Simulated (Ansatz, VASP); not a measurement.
## Pd in VASP and in Ansatz

```
CELL_PARAMETERS angstrom
2.73972 0.00000 0.00000
1.36986 2.37267 0.00000
0.00000 0.00000 29.42182
ATOMIC_POSITIONS crystal
Pd 0.00000 0.00000 0.27191
Pd 0.33333 0.33333 0.34832
Pd 0.66667 0.66667 0.42415
Pd 0.00000 0.00000 0.50000
Pd 0.33333 0.33333 0.57585
Pd 0.66667 0.66667 0.65168
Pd 0.00000 0.00000 0.72809
```

Alike in both runs: functional PBEsol; k mesh 14 × 14 × 1; no spin polarisation.

Ansatz relaxed the structure, and its values are those at the end. VASP's run is a single point on that final structure, the one shown.

|  | VASP | Ansatz |
| --- | --- | --- |
| version | VASP 6.6.1 | Ansatz 0.2.0 |
| potentials or method | VASP PAW PBE potentials, release 64 (Pd) | plane-wave PAW, scalar-relativistic |
| plane-wave cutoff (eV) | 520 | 420 |
| occupations | methfessel-paxton of order 1, width 0.1 eV | cold, width 0.1 eV |
| valence electrons in the cell | 70 | 126 |

|  | VASP | Ansatz | Ansatz less VASP |
| --- | --- | --- | --- |
| rms of the force components (eV/Å) | 0.004 | 0.000 | -0.0037 |

VASP's potentials were made for PBE, not for PBEsol, and Ansatz warns of the same on its side. VASP's potentials hold 70 valence electrons a cell and Ansatz's 126, so a difference there can come from the potentials and not from the codes.
